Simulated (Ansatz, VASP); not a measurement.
One calculation of BN, two programs

POSCAR

```
BN
1.0
    2.5439665245      0.0000000000      0.0000000000
   -1.2719832623      2.2031396366      0.0000000000
    0.0000000000      0.0000000000      4.2077449336
B N
2 2
Direct
    0.6638283876      0.3472345333      1.0070933462
    0.3304950542      0.6805678666      0.5070933462
    0.6695049458      0.3194321334      0.6179066538
    0.3361716124      0.6527654667      0.1179066538
```

Contents of INCAR.step1:

```
PREC = Accurate ; ENCUT = 600
ISMEAR = 0 ; SIGMA = 0.05
LREAL = F ; LASPH = T
NELM = 80 ; GGA = PE
ALGO = Normal ; EDIFF = 1E-4
LWAVE = T ; LCHARG = F
```

INCAR.step2

```
PREC = Accurate ; ENCUT = 600
EDIFF = 1E-6 ; ISMEAR = 0
SIGMA = 0.05 ; LREAL = F
LASPH = T ; NELM = 80
ALGO = Normal ; ISIF = 3
LWAVE = F ; LCHARG = F
METAGGA = R2SCAN ; LMIXTAU = T
IBRION = 2 ; NSW = 100
EDIFFG = -0.01 ; ISTART = 1
```

File KPOINTS:

```
Automatic mesh
0
Gamma
  12 12 6
```

Input for Ansatz:

```yaml
crystal:
  lattice:
    - [2.5439665245, 0.0, 0.0]
    - [-1.2719832623, 2.2031396366, 0.0]
    - [0.0, 0.0, 4.2077449336]
  atoms:
    - { symbol: B, position: [0.6638283876, 0.3472345333, 1.0070933462] }
    - { symbol: B, position: [0.3304950542, 0.6805678666, 0.5070933462] }
    - { symbol: "N", position: [0.6695049458, 0.3194321334, 0.6179066538] }
    - { symbol: "N", position: [0.3361716124, 0.6527654667, 0.1179066538] }
basis:
  ecutwfc: 500
kpoints:
  mp_grid: { grid: [12, 12, 6] }
hamiltonian:
  xc: r2scan
scf:
  occupations: { method: gaussian, width: 0.05 }
output:
  forces: true
  stress: true
  eigenvalues: true
relax:
  adjacent_minimum: "off"
  f_tol: 0.01
  max_steps: 80
  cell: { stress_tol: 0.1 }
```

Change from the starting cell: all B atoms moved 0.1 Å in one direction; relaxed back.

Alike in both runs: task relaxation of cell and atoms; functional r2SCAN; k mesh 12 × 12 × 6; occupations gaussian, width 0.05 eV; no spin polarisation.

|  | VASP | Ansatz |
| --- | --- | --- |
| version | VASP 6.6.1 | Ansatz 0.2.0 |
| potentials or method | VASP PAW PBE potentials, release 64 (B, N), cutoff 600 eV | scalar-relativistic, plane waves, PAW |
| valence electrons in the cell | 16 | 16 |

VASP gave:

- gap on the k mesh at the Fermi level, each at its own relaxed structure (eV): 5.72
- relaxed volume (Å³/atom): 5.91
- relaxed length of the cell vector where the two differ most in proportion (Å): 2.546

Estimate Ansatz's values.

gap on the k mesh at the Fermi level, each at its own relaxed structure (eV): 5.75; relaxed volume (Å³/atom): 5.89; relaxed length of the cell vector where the two differ most in proportion (Å): 2.544.

VASP's potentials were made for PBE, not for r2SCAN.
